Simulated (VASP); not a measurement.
# SbC15O32 (a cell with a defect) in VASP: electric field gradients with PBE

Aim: the electric field gradients of SbC15O32 (a cell with a defect) with PBE.

All numbers are computed with VASP 6.6.1; they aren't measurements. Logs are shortened: lines on timing, memory, paths and dates and some standing lists are left out, and cuts for length are marked.

## Step 1: The cell of the first run

The cell holds a defect, 48 atoms: a = 9.748 Å, b = 9.748 Å, c = 9.748 Å, α = 121.21°, β = 99.24°, γ = 108.74°.

## Step 2: Electric field gradients, PBE

Input file INCAR:

```
ALGO     = Normal         # electronic algorithm
EDIFF    = 1E-8           # SCF threshold, eV
ENCUT    = 520            # plane-wave cutoff, eV
GGA      = PE             # functional
ISIF     = 2              # what is computed and relaxed
ISMEAR   = -1             # smearing method
LASPH    = True           # aspherical terms in the spheres
LCHARG   = False          # write CHGCAR
LEFG     = True         
LREAL    = Auto         
LUSENCCL = False        
LWAVE    = False          # write WAVECAR
NBANDS   = 158            # bands
NELECT   = 256.0        
NELM     = 100            # most SCF steps
PREC     = Accurate       # precision mode
SIGMA    = 0.01           # smearing width, eV
```

Input file KPOINTS:

```
k-points
0
Gamma
  3 3 3
```

Input file POSCAR:

```
SbC15O32
1.0
   -4.7845453300      6.3155396400      5.6788908400
    4.7845453300     -6.3155396400      5.6788908400
    4.7845453300      6.3155396400     -5.6788908400
Sb C O
1 15 32
Direct
    0.8014992600      0.6250000000      0.6764992600
    0.3014992600      0.1250000000      0.6764992600
    0.3014992600      0.6250000000      0.1764992600
    0.8014992600      0.1250000000      0.1764992600
    0.5514992600      0.3750000000      0.1764992600
    0.0514992600      0.8750000000      0.1764992600
    0.0514992600      0.3750000000      0.6764992600
    0.5514992600      0.8750000000      0.6764992600
    0.4485007400      0.1250000000      0.3235007400
    0.9485007400      0.6250000000      0.3235007400
    0.9485007400      0.1250000000      0.8235007400
    0.4485007400      0.6250000000      0.8235007400
    0.1985007400      0.3750000000      0.3235007400
    0.6985007400      0.8750000000      0.3235007400
    0.6985007400      0.3750000000      0.8235007400
    0.1985007400      0.8750000000      0.8235007400
    0.1399557400      0.4172770700      0.4236497900
    0.6399557400      0.9172770700      0.4236497900
    0.6399557400      0.4172770700      0.9236497900
    0.1399557400      0.9172770700      0.9236497900
    0.2563727200      0.3327229300      0.2226786700
    0.7563727200      0.8327229300      0.2226786700
    0.7563727200      0.3327229300      0.7226786700
    0.2563727200      0.8327229300      0.7226786700
    0.3899557400      0.4663059500      0.7226786700
    0.8899557400      0.9663059500      0.7226786700
    0.8899557400      0.4663059500      0.2226786700
    0.3899557400      0.9663059500      0.2226786700
    0.6100442600      0.5336940500      0.2773213300
    0.1100442600      0.0336940500      0.2773213300
    0.1100442600      0.5336940500      0.7773213300
    0.6100442600      0.0336940500      0.7773213300
    0.5063727200      0.2836940500      0.4236497900
    0.0063727200      0.7836940500      0.4236497900
    0.0063727200      0.2836940500      0.9236497900
    0.5063727200      0.7836940500      0.9236497900
    0.4936272800      0.7163059500      0.5763502100
    0.9936272800      0.2163059500      0.5763502100
    0.9936272800      0.7163059500      0.0763502100
    0.4936272800      0.2163059500      0.0763502100
    0.7436272800      0.6672770700      0.7773213300
    0.2436272800      0.1672770700      0.7773213300
    0.2436272800      0.6672770700      0.2773213300
    0.7436272800      0.1672770700      0.2773213300
    0.8600442600      0.5827229300      0.5763502100
    0.3600442600      0.0827229300      0.5763502100
    0.3600442600      0.5827229300      0.0763502100
    0.8600442600      0.0827229300      0.0763502100
```

Potentials or basis: VASP PAW PBE potentials, release 64 (Sb, C, O).

Command:

```bash
$ cat potpaw_PBE.64/Sb/POTCAR potpaw_PBE.64/C/POTCAR potpaw_PBE.64/O/POTCAR > POTCAR
$ mpirun -np 1 vasp_std > vasp.out
```

OUTCAR:

```text
EDIFF = 1E-8
   ENCUT = 520
   GGA = PE
   ISIF = 2
   ISMEAR = -1
   LASPH = True
   LREAL = Auto
   NELECT = 256.0
   NELM = 100
   PREC = Accurate

 ion  position               nearest neighbor table
   1  0.801  0.625  0.676-  41 1.17  45 1.17
   2  0.301  0.125  0.676-  42 1.17  46 1.17
   3  0.301  0.625  0.176-  43 1.17  47 1.17
   4  0.801  0.125  0.176-  44 1.17  48 1.17
   5  0.551  0.375  0.176-  29 1.17  40 1.17
   6  0.051  0.875  0.176-  30 1.17  39 1.17
[... 8 lines left out ...]
  15  0.699  0.375  0.824-  19 1.17  23 1.17
  16  0.199  0.875  0.824-  20 1.17  24 1.17
  17  0.140  0.417  0.424-  13 1.17
[... 29 lines left out ...]
  47  0.360  0.583  0.076-   3 1.17
  48  0.860  0.083  0.076-   4 1.17

 -----------------------------------------------------------------------------
|                                                                             |
|           W    W    AA    RRRRR   N    N  II  N    N   GGGG   !!!           |
|           W    W   A  A   R    R  NN   N  II  NN   N  G    G  !!!           |
|           W    W  A    A  R    R  N N  N  II  N N  N  G       !!!           |
|           W WW W  AAAAAA  RRRRR   N  N N  II  N  N N  G  GGG   !            |
|           WW  WW  A    A  R   R   N   NN  II  N   NN  G    G                |
|           W    W  A    A  R    R  N    N  II  N    N   GGGG   !!!           |
|                                                                             |
|     The distance between some ions is very small. Please check the          |
|     nearest-neighbor list in the OUTCAR file.                               |
|     I HOPE YOU KNOW WHAT YOU ARE DOING!                                     |
|                                                                             |
 -----------------------------------------------------------------------------

  LATTYP: Found a body centered orthorhombic cell.
 ALAT       =     9.5690906600
 B/A-ratio  =     1.1869238242
 C/A-ratio  =     1.3199874187

  Lattice vectors:

 A1 = (   4.7845453300,  -6.3155396400,  -5.6788908400)
 A2 = (  -4.7845453300,  -6.3155396400,   5.6788908400)
 A3 = (  -4.7845453300,   6.3155396400,  -5.6788908400)

Analysis of symmetry for initial positions (statically):
=====================================================================
 Subroutine PRICEL returns:
 Original cell was already a primitive cell.

 Routine SETGRP: Setting up the symmetry group for a
 body centered orthorhombic supercell.

 Subroutine GETGRP returns: Found  2 space group operations
 (whereof  1 operations were pure point group operations)
 out of a pool of  8 trial point group operations.

The static configuration has the point symmetry C_1 .
 The point group associated with its full space group is C_2 .

Analysis of symmetry for dynamics (positions and initial velocities):
=====================================================================
 Subroutine PRICEL returns:
 Original cell was already a primitive cell.

 Routine SETGRP: Setting up the symmetry group for a
 body centered orthorhombic supercell.

 Subroutine GETGRP returns: Found  2 space group operations
 (whereof  1 operations were pure point group operations)
 out of a pool of  8 trial point group operations.

The dynamic configuration has the point symmetry C_1 .
 The point group associated with its full space group is C_2 .

 Subroutine INISYM returns: Found  2 space group operations
 (whereof  1 operations are pure point group operations),
 and found     1 'primitive' translations

----------------------------------------------------------------------------------------

                                     Primitive cell

  volume of cell :     686.3959

  direct lattice vectors                    reciprocal lattice vectors
    -4.784545330  6.315539640  5.678890840     0.000000000  0.079169798  0.088045362
     4.784545330 -6.315539640  5.678890840     0.104503138  0.000000000  0.088045362
     4.784545330  6.315539640 -5.678890840     0.104503138  0.079169798  0.000000000

[... 177 lines left out ...]
   IALGO  =     38    algorithm
   IMIX   =      4    mixing-type and parameters
     AMIX     =   0.40;   BMIX     =  1.00
     AMIX_MAG =   1.60;   BMIX_MAG =  1.00
  volume/ion in A,a.u.               =      14.30        96.50
  Fermi-wavevector in a.u.,A,eV,Ry     =   1.178410  2.226873 18.893748  1.388651
  Thomas-Fermi vector in A             =   2.314740
   LORBIT       =      0    0 simple, 1 ext, 2 COOP (PROOUT), +10 PAW based schemes
   GGA     = PE    functional components
   LHFCALC =     F    Hartree Fock is set to
   AEXX    =    0.0000 exact exchange contribution
   IVDW    =     0    specifies the selected vdW correction
   LEPSILON=     F    determine dielectric tensor
   LRPA    =     F    only Hartree local field effects (RPA)
 non-spin polarized calculation
  energy-cutoff  :      520.00
  volume of cell :      686.40
 maximum number of plane-waves:     18496
 NGX is ok and might be reduce to    80
   NGX = 37   NGY = 37   NGZ = 37

 number of electron     255.9999994 magnetization

 Free energy of the ion-electron system (eV)
  ---------------------------------------------------
  ext. energy  EPLUGINS =         0.00000000
  ---------------------------------------------------
  free energy    TOTEN  =      -306.89226947 eV

  energy without entropy =     -306.89226947  energy(sigma->0) =     -306.89226947

 E-fermi :  -2.5270     XC(G=0):  -8.0553

 val. band max:       -2.8149624915   @ k =  -0.3333  -0.3333   0.3333
 cond. band min:       3.0785427359   @ k =   0.3333  -0.3333   0.3333
 fundamental gap:      5.8935052275
 Fermi energy:        -2.5270460987

 k-point     1 :       0.0000    0.0000    0.0000
  band No.  band energies     occupation
      1     -24.0275      2.00000
      2     -24.0056      2.00000
      3     -23.9399      2.00000
      4     -23.9330      2.00000
      5     -23.5918      2.00000
      6     -23.5693      2.00000
[... 1419 lines left out ...]
    139       4.8951      0.00000
    140       5.0187      0.00000
 [bands above 140 left out]

------------------------ aborting loop because EDIFF is reached ----------------------------------------

  FORCE on cell =-STRESS in cart. coord.  units (eV):
  Direction    XX          YY          ZZ          XY          YZ          ZX
  --------------------------------------------------------------------------------------
  -------------------------------------------------------------------------------------
  Total      213.0772421     -0.6297786    101.1064369      0.0000000      0.0000000   -133.7567498
  in kB      497.3624553     -1.4700219    236.0014859      0.0000000      0.0000000   -312.2134717
  external PRESSURE =     243.9646398 kB  Pullay stress =       0.0000000 kB

 VOLUME and BASIS-vectors are now :
 -----------------------------------------------------------------------------
  energy-cutoff  :      520.00
  volume of cell :      686.40
      direct lattice vectors                 reciprocal lattice vectors
    -4.784545330  6.315539640  5.678890840     0.000000000  0.079169798  0.088045362
     4.784545330 -6.315539640  5.678890840     0.104503138  0.000000000  0.088045362
     4.784545330  6.315539640 -5.678890840     0.104503138  0.079169798  0.000000000

 POSITION                                       TOTAL-FORCE (eV/Angst)
 -----------------------------------------------------------------------------------
      2.39227      5.38715      4.25917         0.000000     -0.922817      0.000000
      2.39227      5.38715     -1.41972         0.000000     -0.072650      0.000000
      2.39227     -0.92839      4.25917         0.000000      0.012668      0.000000
     -2.39227      5.38715      4.25917         0.000000     -0.014152      0.000000
      0.00000      2.22938      4.25917        -0.428832     -0.147876     -0.217385
      4.78455     -4.08616      4.25917         0.541211      0.100323      0.197360
[... 40 lines left out ...]
      1.43072     -0.92414      4.92029        -0.714592     -0.000597      0.457008
     -3.35383      5.39140      4.92029        -0.700144      0.002356      0.421064
 -----------------------------------------------------------------------------------
    total drift:                               -0.000000     -0.004424     -0.000000

  FREE ENERGIE OF THE ION-ELECTRON SYSTEM (eV)
  ---------------------------------------------------
  free  energy   TOTEN  =      -306.8922694676 eV

  energy  without entropy=     -306.8922694676  energy(sigma->0) =     -306.89226947

 Electric field gradients (V/A^2)
---------------------------------------------------------------------
 ion       V_xx      V_yy      V_zz      V_xy      V_xz      V_yz
---------------------------------------------------------------------
   1   -1763.045  1701.293    61.752     0.000  2388.743    -0.000
   2     -25.443    25.121     0.322     0.000    35.260     0.000
   3     -25.606    25.169     0.437     0.000    35.083     0.000
   4     -25.933    25.162     0.771     0.000    35.090     0.000
   5     -25.813    25.365     0.448     0.017   -35.128    -0.583
   6     -25.782    25.344     0.439    -0.025   -35.086    -0.437
[... 40 lines left out ...]
  47      33.610   -32.250    -1.360    -0.979   -47.732     0.507
  48      34.832   -33.033    -1.800    -0.767   -49.000     0.302
---------------------------------------------------------------------

 Electric field gradients after diagonalization (V/A^2)
 (convention: |V_zz| > |V_xx| > |V_yy|)
----------------------------------------------------------------------
 ion       V_xx      V_yy      V_zz     asymmetry (V_yy - V_xx)/ V_zz
----------------------------------------------------------------------
   1    1706.415  1701.293 -3407.708       0.002
   2      25.121    24.979   -50.100       0.003
   3      25.169    24.837   -50.006       0.007
   4      25.162    24.963   -50.125       0.004
   5      25.653    24.533   -50.186       0.022
   6      25.509    24.619   -50.128       0.018
[... 40 lines left out ...]
  47     -34.718   -32.253    66.971       0.037
  48     -35.808   -33.026    68.834       0.040
----------------------------------------------------------------------

           NMR quadrupolar parameters

 Cq : quadrupolar parameter    Cq=e*Q*V_zz/h
 eta: asymmetry parameters     (V_yy - V_xx)/ V_zz
 Q  : nuclear electric quadrupole moment in mb (millibarn)
----------------------------------------------------------------------
 ion       Cq(MHz)       eta       Q (mb)
----------------------------------------------------------------------
   1      -8.240       0.002       1.000
   2      -0.121       0.003       1.000
   3      -0.121       0.007       1.000
   4      -0.121       0.004       1.000
   5      -0.121       0.022       1.000
   6      -0.121       0.018       1.000
[... 40 lines left out ...]
  47       0.162       0.037       1.000
  48       0.166       0.040       1.000
----------------------------------------------------------------------
```

It took 4.8 min on 1 × NVIDIA H100 80GB with 1 thread of AMD EPYC 7R13 (Zen 3), shared host; peak memory 2.2 GiB.

What came out:

| Quantity | Value |
| --- | --- |
| Free energy | -306.8923 eV |
| Largest force | 121.958 eV/Å |
| Largest electric field gradient by atom | Sb -3407.7; C -50.1, -50.0, -50.2, -49.8, -50.3 (each value once); O +67.1, +67.5, +63.3, +67.9, +78.0, +66.9, +67.7, +65.5, +68.2, +66.1, -9.6, +67.4, +67.0, +68.8 (each value once) V/Å² |

Forces on the atoms (eV/Å):
```
Sb     0.000   -0.923    0.000
C      0.000   -0.073    0.000
C      0.000    0.013    0.000
C      0.000   -0.014    0.000
C     -0.429   -0.148   -0.217
C      0.541    0.100    0.197
C     -0.541    0.100   -0.197
C      0.429   -0.148    0.217
C     -0.997    0.080   -0.643
C     -0.190    0.062   -0.022
C      0.997    0.080    0.643
C      0.190    0.062    0.022
C      0.151   -0.023   -0.093
C     -0.151   -0.023    0.093
C      1.192    0.165   -1.056
C     -1.192    0.165    1.056
O      0.652   -0.001   -0.412
O      0.780    0.021   -0.483
O      0.165    0.028   -0.108
O      1.144   -0.328   -1.239
O     -0.780    0.021    0.483
O     -0.652   -0.001    0.412
O     -1.144   -0.328    1.239
O     -0.165    0.028    0.108
O     -0.795   -0.003   -0.446
O     -1.298    0.178   -1.028
O     -0.663   -0.049   -0.421
O     -0.115   -0.072   -0.071
O      0.962    0.190    0.506
O      0.486    0.020    0.339
O      1.007   -0.164    0.528
O      0.538    0.002    0.353
O      1.298    0.178    1.028
O      0.795   -0.003    0.446
O      0.115   -0.072    0.071
O      0.663   -0.049    0.421
O     -0.962    0.190   -0.506
O     -0.486    0.020   -0.339
O     -1.007   -0.164   -0.528
O     -0.538    0.002   -0.353
O    100.462    0.412  -69.144
O      0.688    0.025   -0.492
O      0.715   -0.001   -0.457
O      0.700    0.002   -0.421
O   -100.462    0.412   69.144
O     -0.688    0.025    0.492
O     -0.715   -0.001    0.457
O     -0.700    0.002    0.421
```

Electric field gradients, principal values (V/Å²):
```csv
atom,least,middle,greatest (by size)
1 Sb,1701.293,1706.415,-3407.708
2 C,24.979,25.121,-50.100
3 C,24.837,25.169,-50.006
4 C,24.963,25.162,-50.125
5 C,24.533,25.653,-50.186
6 C,24.619,25.509,-50.128
7 C,24.619,25.509,-50.128
8 C,24.533,25.653,-50.186
9 C,24.456,25.380,-49.837
10 C,24.974,25.164,-50.138
11 C,24.456,25.380,-49.837
12 C,24.974,25.164,-50.138
13 C,24.902,25.180,-50.082
14 C,24.902,25.180,-50.082
15 C,24.215,26.056,-50.271
16 C,24.215,26.056,-50.271
17 O,-32.415,-34.660,67.075
18 O,-32.147,-35.305,67.452
19 O,-28.386,-34.903,63.289
20 O,-25.817,-42.070,67.887
21 O,-32.146,-35.305,67.451
22 O,-32.415,-34.659,67.074
23 O,-25.819,-42.067,67.886
24 O,-28.383,-34.905,63.288
25 O,-33.252,-33.812,67.064
26 O,-35.906,-42.102,78.009
27 O,-32.819,-34.095,66.915
28 O,-29.271,-33.982,63.253
29 O,-29.299,-38.424,67.723
30 O,-30.576,-34.909,65.484
31 O,-30.351,-37.839,68.190
32 O,-30.660,-35.437,66.098
33 O,-35.907,-42.103,78.010
34 O,-33.253,-33.813,67.065
35 O,-29.271,-33.983,63.254
36 O,-32.820,-34.096,66.916
37 O,-29.299,-38.425,67.724
38 O,-30.576,-34.910,65.486
39 O,-30.352,-37.839,68.191
40 O,-30.661,-35.438,66.099
41 O,2.271,7.302,-9.573
42 O,-32.684,-34.685,67.369
43 O,-32.253,-34.717,66.970
44 O,-33.026,-35.807,68.833
45 O,2.270,7.301,-9.572
46 O,-32.684,-34.686,67.370
47 O,-32.253,-34.718,66.971
48 O,-33.026,-35.808,68.834
```

Caveat: the cell carries a net charge on a neutralising background, which shifts energy and pressure; the cell is charged against a uniform background, so pressure and absolute levels hang on convention; atoms lie so close that the PAW spheres overlap strongly, which falsifies energies and pressures; without QUAD_EFG the Cq values of the log hold for a quadrupole moment of 1 mb, not for the nuclei; spin-orbit coupling is left out, which moves the levels of the heavy elements.
